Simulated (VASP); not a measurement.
# Ta2N (P-3m1) in VASP: notebook

Ta2N is run at these levels: PBEsol; tasks: single point.

Everything below comes from runs of VASP 6.6.1. Logs are shortened: lines on timing, memory, paths and dates and some standing lists are left out, and cuts for length are marked.

### Step 1. The cell of the first run

Symmetry: P-3m1, No. 164, trigonal system. Conventional cell: a = 3.079 Å, b = 3.079 Å, c = 5.064 Å, α = 90.00°, β = 90.00°, γ = 120.00°. Within 2.9 Å of Ta (site symmetry 3m) lie 3 N at 2.19 Å. Within 2.9 Å of N (site symmetry -3m) lie 6 Ta at 2.19 Å.

### Step 2. Single point, PBEsol (strain +0.000 along x and y, +0.050 along z)

INCAR reads:

```
PREC     = Accurate       # precision mode
ENCUT    = 520            # plane-wave cutoff, eV
EDIFF    = 1E-7           # SCF threshold, eV
ISMEAR   = 0              # smearing method
SIGMA    = 0.15           # smearing width, eV
LREAL    = F              # projectors in reciprocal space
LASPH    = T              # aspherical terms in the spheres
NELM     = 80             # most SCF steps
ALGO     = Normal         # electronic algorithm
ISIF     = 2              # what is computed and relaxed
LWAVE    = F              # write WAVECAR
LCHARG   = T              # write CHGCAR
GGA      = PS             # functional
LELF     = T              # ELF
LVHAR    = T            
NBANDS   = 20             # bands
```

KPOINTS reads:

```
Automatic mesh
0
Gamma
  18 18 10
```

POSCAR reads:

```
Ta2N
1.0
    3.0786153869      0.0000000000      0.0000000000
   -1.5393076935      2.6661591336      0.0000000000
    0.0000000000      0.0000000000      5.0644200369
Ta N
2 1
Direct
    0.6666666667      0.3333333333      0.7462554481
    0.3333333333      0.6666666667      0.2537445519
    0.0000000000      0.0000000000      0.0000000000
```

Potentials or basis: VASP PAW PBE potentials, release 64 (Ta_pv, N).

Launch:

```sh
> cat potpaw_PBE.64/Ta_pv/POTCAR potpaw_PBE.64/N/POTCAR > POTCAR
> mpirun -np 1 vasp_std > vasp.out
```

OUTCAR:

```text
PREC = Accurate
   ENCUT = 520
   EDIFF = 1E-7
   ISMEAR = 0
   LREAL = F
   LASPH = T
   NELM = 80
   ISIF = 2
   GGA = PS

 ion  position               nearest neighbor table
   1  0.667  0.333  0.746-   3 2.19   3 2.19   3 2.19   2 3.06   2 3.06   2 3.06   2 3.12   2 3.12
                             2 3.12
   2  0.333  0.667  0.254-   3 2.19   3 2.19   3 2.19   1 3.06   1 3.06   1 3.06   1 3.12   1 3.12
                             1 3.12
   3  0.000  0.000  0.000-   1 2.19   2 2.19   1 2.19   2 2.19   1 2.19   2 2.19

  LATTYP: Found a hexagonal cell.
 ALAT       =     3.0786153869
 C/A-ratio  =     1.6450317433

  Lattice vectors:

 A1 = (   3.0786153869,   0.0000000000,   0.0000000000)
 A2 = (  -1.5393076935,   2.6661591336,   0.0000000000)
 A3 = (   0.0000000000,   0.0000000000,   5.0644200369)

Analysis of symmetry for initial positions (statically):
=====================================================================
 Subroutine PRICEL returns:
 Original cell was already a primitive cell.

 Routine SETGRP: Setting up the symmetry group for a
 hexagonal supercell.

 Subroutine GETGRP returns: Found 12 space group operations
 (whereof 12 operations were pure point group operations)
 out of a pool of 24 trial point group operations.

The static configuration has the point symmetry D_3d.

Analysis of symmetry for dynamics (positions and initial velocities):
=====================================================================
 Subroutine PRICEL returns:
 Original cell was already a primitive cell.

 Routine SETGRP: Setting up the symmetry group for a
 hexagonal supercell.

 Subroutine GETGRP returns: Found 12 space group operations
 (whereof 12 operations were pure point group operations)
 out of a pool of 24 trial point group operations.

The dynamic configuration has the point symmetry D_3d.

 Subroutine INISYM returns: Found 12 space group operations
 (whereof 12 operations are pure point group operations),
 and found     1 'primitive' translations

----------------------------------------------------------------------------------------

                                     Primitive cell

  volume of cell :      41.5692

  direct lattice vectors                    reciprocal lattice vectors
     3.078615387  0.000000000  0.000000000     0.324821348  0.187535693  0.000000000
    -1.539307694  2.666159134  0.000000000     0.000000000  0.375071385  0.000000000
     0.000000000  0.000000000  5.064420037     0.000000000  0.000000000  0.197455976

  length of vectors
     3.078615387  3.078615387  5.064420037     0.375071385  0.375071385  0.197455976

  position of ions in fractional coordinates (direct lattice)
     0.666666667  0.333333333  0.746255448
     0.333333333  0.666666667  0.253744552
     0.000000000  0.000000000  0.000000000

  ion indices of the primitive-cell ions
   primitive index   ion index
                 1           1
                 2           2
                 3           3

----------------------------------------------------------------------------------------

 KPOINTS: Automatic mesh

Automatic generation of k-mesh.
 Grid dimensions read from file:
 generate k-points for:   18   18   10

 Generating k-lattice:

  Cartesian coordinates                     Fractional coordinates (reciprocal lattice)
     0.018045630  0.010418650  0.000000000     0.055555556  0.000000000  0.000000000
     0.000000000  0.020837299  0.000000000     0.000000000  0.055555556  0.000000000
     0.000000000  0.000000000  0.019745598     0.000000000  0.000000000  0.100000000

  Length of vectors
     0.020837299  0.020837299  0.019745598

  Shift w.r.t. Gamma in fractional coordinates (k-lattice)
     0.000000000  0.000000000  0.000000000

 Subroutine IBZKPT returns following result:
 ===========================================

 Found    330 irreducible k-points:

 Following reciprocal coordinates:
            Coordinates               Weight
  0.000000  0.000000  0.000000      1.000000
  0.055556 -0.000000  0.000000      6.000000
  0.111111 -0.000000  0.000000      6.000000
  0.166667 -0.000000  0.000000      6.000000
  0.222222 -0.000000  0.000000      6.000000
  0.277778 -0.000000  0.000000      6.000000
[... 16 lines left out ...]
  0.333333  0.111111  0.000000     12.000000
  0.388889  0.111111  0.000000     12.000000
 [... further k-points ...]
   k-points           NKPTS =    330   k-points in BZ     NKDIM =    330   number of bands    NBANDS=     20
   number of dos      NEDOS =    301   number of ions     NIONS =      3
   total plane-waves  NPLWV =  23040
   dimension x,y,z NGX =    24 NGY =   24 NGZ =   40
   dimension x,y,z NGXF=    48 NGYF=   48 NGZF=   80
   ions per type =               2   1
   NGX,Y,Z   is equivalent  to a cutoff of  12.96, 12.96, 13.13 a.u.
   NGXF,Y,Z  is equivalent  to a cutoff of  25.92, 25.92, 26.26 a.u.
 SYSTEM =  unknown system
   PREC   = accura    normal or accurate (medium, high low for compatibility)
   ISTART =      0    job   : 0-new  1-cont  2-samecut
   ICHARG =      2    charge: 1-file 2-atom 10-const
   ISPIN  =      1    spin polarized calculation?
   LNONCOLLINEAR =      F non collinear calculations
   LSORBIT =      F    spin-orbit coupling
   LASPH  =      T    aspherical Exc in radial PAW
   ENCUT  =  520.0 eV  38.22 Ry    6.18 a.u.   5.72  5.72  9.42*2*pi/ulx,y,z
   NELM   =     80;   NELMIN=  2; NELMDL= -5     # of ELM steps
   EDIFF  = 0.1E-06   stopping-criterion for ELM
   LREAL  =      F    real-space projection
   EDIFFG = 0.1E-05   stopping-criterion for IOM
   NSW    =      0    number of steps for IOM
   IBRION =     -1    ionic relax: 0-MD 1-quasi-New 2-CG
   NFREE  =      0    steps in history (QN), initial steepest desc. (CG)
   ISIF   =      2    stress and relaxation
   ISYM   =      2    0-nonsym 1-usesym 2-fastsym
   POTIM  = 0.5000    time-step for ionic-motion
   TEBEG  =    0.0;   TEEND  =   0.0 temperature during run
   PSTRESS=    0.0 pullay stress
   NELECT =      27.0000    total number of electrons
   NUPDOWN=      -1.0000    fix difference up-down
   EMIN   =  10.00;   EMAX   =-10.00  energy-range for DOS
   EFERMI =   0.00;   METHOD = LEGACY
   ISMEAR =     0;   SIGMA  =   0.15  broadening in eV -4-tet -1-fermi 0-gaus
   EFERMI_NEDOS =   21; number of points for ismear=-14 and -15
   IALGO  =     38    algorithm
   IMIX   =      4    mixing-type and parameters
     AMIX     =   0.40;   BMIX     =  1.00
     AMIX_MAG =   1.60;   BMIX_MAG =  1.00
  volume/ion in A,a.u.               =      13.86        93.51
  Fermi-wavevector in a.u.,A,eV,Ry     =   1.417770  2.679196 27.348674  2.010071
  Thomas-Fermi vector in A             =   2.538965
   LORBIT       =      0    0 simple, 1 ext, 2 COOP (PROOUT), +10 PAW based schemes
   GGA     = PS    functional components
   LHFCALC =     F    Hartree Fock is set to
   AEXX    =    0.0000 exact exchange contribution
   IVDW    =     0    specifies the selected vdW correction
   LEPSILON=     F    determine dielectric tensor
   LRPA    =     F    only Hartree local field effects (RPA)
 non-spin polarized calculation
 Gauss-broadening in eV      SIGMA  =   0.15
  energy-cutoff  :      520.00
  volume of cell :       41.57
 maximum number of plane-waves:      1136
 NGX is ok and might be reduce to    24
   NGX = 11   NGY = 11   NGZ = 19

 number of electron      27.0000003 magnetization

 Free energy of the ion-electron system (eV)
  ---------------------------------------------------
  ext. energy  EPLUGINS =         0.00000000
  ---------------------------------------------------
  free energy    TOTEN  =       -36.38237866 eV

  energy without entropy =      -36.36802754  energy(sigma->0) =      -36.37520310

 E-fermi :   7.1056     XC(G=0): -12.8862

 val. band max:        7.1042717909   @ k =   0.2778   0.1667   0.4000
 cond. band min:       7.1092024953   @ k =   0.3889   0.1667   0.3000
 fundamental gap:      0.0049307045
 Fermi energy:         7.1055562417

 k-point     1 :       0.0000    0.0000    0.0000
  band No.  band energies     occupation
      1     -28.4998      2.00000
      2     -27.7798      2.00000
      3     -27.7798      2.00000
      4     -27.6898      2.00000
      5     -27.6898      2.00000
      6     -27.6814      2.00000
[... 12 lines left out ...]
     19       8.2917      0.00000
     20      11.8390      0.00000

 k-point     2 :       0.0556   -0.0000    0.0000
  band No.  band energies     occupation
      1     -28.4912      2.00000
      2     -27.8001      2.00000
      3     -27.7865      2.00000
      4     -27.7100      2.00000
      5     -27.6921      2.00000
      6     -27.6834      2.00000
[... 12 lines left out ...]
     19       8.5748      0.00000
     20      11.8433      0.00000

 k-point     3 :       0.1111   -0.0000    0.0000
  band No.  band energies     occupation
      1     -28.4659      2.00000
      2     -27.8584      2.00000
      3     -27.8052      2.00000
      4     -27.7674      2.00000
      5     -27.6991      2.00000
      6     -27.6901      2.00000
[... 12 lines left out ...]
     19       9.2109      0.00000
     20      11.7577      0.00000

 k-point     4 :       0.1667   -0.0000    0.0000
  band No.  band energies     occupation
      1     -28.4258      2.00000
      2     -27.9474      2.00000
      3     -27.8524      2.00000
      4     -27.8326      2.00000
      5     -27.7109      2.00000
      6     -27.7025      2.00000
[... 12 lines left out ...]
     19      10.0836      0.00000
     20      11.5492      0.00000

 k-point     5 :       0.2222   -0.0000    0.0000
  band No.  band energies     occupation
      1     -28.3742      2.00000
      2     -28.0559      2.00000
      3     -27.9526      2.00000
      4     -27.8649      2.00000
      5     -27.7265      2.00000
      6     -27.7209      2.00000
[... 12 lines left out ...]
     19      10.9321      0.00000
     20      11.3455      0.00000

 k-point     6 :       0.2778   -0.0000    0.0000
  band No.  band energies     occupation
      1     -28.3174      2.00000
      2     -28.1680      2.00000
      3     -28.0554      2.00000
      4     -27.8981      2.00000
      5     -27.7456      2.00000
      6     -27.7441      2.00000
[... 12 lines left out ...]
     19      11.1182      0.00000
     20      11.8337      0.00000

 k-point     7 :       0.3333   -0.0000    0.0000
  band No.  band energies     occupation
      1     -28.3032      2.00000
      2     -28.2271      2.00000
      3     -28.1478      2.00000
      4     -27.9284      2.00000
      5     -27.7760      2.00000
      6     -27.7612      2.00000
[... 12 lines left out ...]
     19      11.0803      0.00000
     20      12.4060      0.00000
[... 277 lines left out ...]
 k-point    20 :       0.1667    0.1111    0.0000
  band No.  band energies     occupation
      1     -28.3532      2.00000
      2     -28.0619      2.00000
      3     -28.0236      2.00000
      4     -27.8547      2.00000
      5     -27.7610      2.00000
      6     -27.7281      2.00000
[... 12 lines left out ...]
     19      11.1811      0.00000
     20      11.3495      0.00000

 k-point    21 :       0.2222    0.1111    0.0000
  band No.  band energies     occupation
      1     -28.2992      2.00000
      2     -28.1652      2.00000
      3     -28.0973      2.00000
      4     -27.9018      2.00000
      5     -27.7850      2.00000
      6     -27.7531      2.00000
[... 12 lines left out ...]
     19      11.2990      0.00000
     20      11.8298      0.00000

 k-point    22 :       0.2778    0.1111    0.0000
  band No.  band energies     occupation
      1     -28.2925      2.00000
      2     -28.2123      2.00000
      3     -28.1616      2.00000
      4     -27.9471      2.00000
      5     -27.8069      2.00000
      6     -27.7837      2.00000
[... 12 lines left out ...]
     19      11.3905      0.00000
     20      12.2857      0.00000

 k-point    23 :       0.3333    0.1111    0.0000
  band No.  band energies     occupation
      1     -28.3616      2.00000
      2     -28.2237      2.00000
      3     -28.1553      2.00000
      4     -27.9838      2.00000
      5     -27.8260      2.00000
      6     -27.8166      2.00000
[... 12 lines left out ...]
     19      11.4944      0.00000
     20      12.1644      0.00000

 k-point    24 :       0.3889    0.1111    0.0000
  band No.  band energies     occupation
      1     -28.4117      2.00000
      2     -28.2574      2.00000
      3     -28.1102      2.00000
      4     -28.0074      2.00000
      5     -27.8511      2.00000
      6     -27.8345      2.00000
[... 12 lines left out ...]
     19      11.6045      0.00000
     20      11.9206      0.00000

 [... further k-points ...]
[... 5 lines left out ...]
  --------------------------------------------------------------------------------------
  -------------------------------------------------------------------------------------
  Total       -2.5270274     -2.5270274     -4.8312810      0.0000000      0.0000000     -0.0000000
  in kB      -97.3978358    -97.3978358   -186.2094234      0.0000000      0.0000000     -0.0000000
  external PRESSURE =    -127.0016984 kB  Pullay stress =       0.0000000 kB

 VOLUME and BASIS-vectors are now :
 -----------------------------------------------------------------------------
  energy-cutoff  :      520.00
  volume of cell :       41.57
      direct lattice vectors                 reciprocal lattice vectors
     3.078615387  0.000000000  0.000000000     0.324821348  0.187535693  0.000000000
    -1.539307694  2.666159134  0.000000000     0.000000000  0.375071385  0.000000000
     0.000000000  0.000000000  5.064420037     0.000000000  0.000000000  0.197455976

 POSITION                                       TOTAL-FORCE (eV/Angst)
 -----------------------------------------------------------------------------------
      1.53931      0.88872      3.77935        -0.000000     -0.000000     -0.058454
     -0.00000      1.77744      1.28507         0.000000      0.000000      0.058454
      0.00000      0.00000      0.00000        -0.000000      0.000000      0.000000
 -----------------------------------------------------------------------------------
    total drift:                                0.000000     -0.000000      0.000000

  FREE ENERGIE OF THE ION-ELECTRON SYSTEM (eV)
  ---------------------------------------------------
  free  energy   TOTEN  =       -36.3823786567 eV

  energy  without entropy=      -36.3680275414  energy(sigma->0) =      -36.37520310
```

Wall time 4.1 min (1 thread of Intel Xeon 8259CL, shared host); peak memory 0.36 GiB.

Results:

```yaml
Free_energy: -36.3824 eV
Pressure: -12.7 GPa
Largest_force: 0.058 eV/Å
Band_gap_on_the_k_mesh: zero (an odd number of electrons rules out a gap without spin polarisation)
```

Forces in eV/Å, atoms in the order of the input:
```
Ta   0.000  0.000 -0.058
Ta   0.000  0.000  0.058
N    0.000  0.000  0.000
```

Caveat: the cell differs from its parent crystal (strain +0.000 along x and y, +0.050 along z); the cell stands under tension; the PAW data sets were made with another functional, which shifts forces and pressure a little; spin-orbit coupling is left out, which moves the levels of the heavy elements.

[end of part 1 of 2]
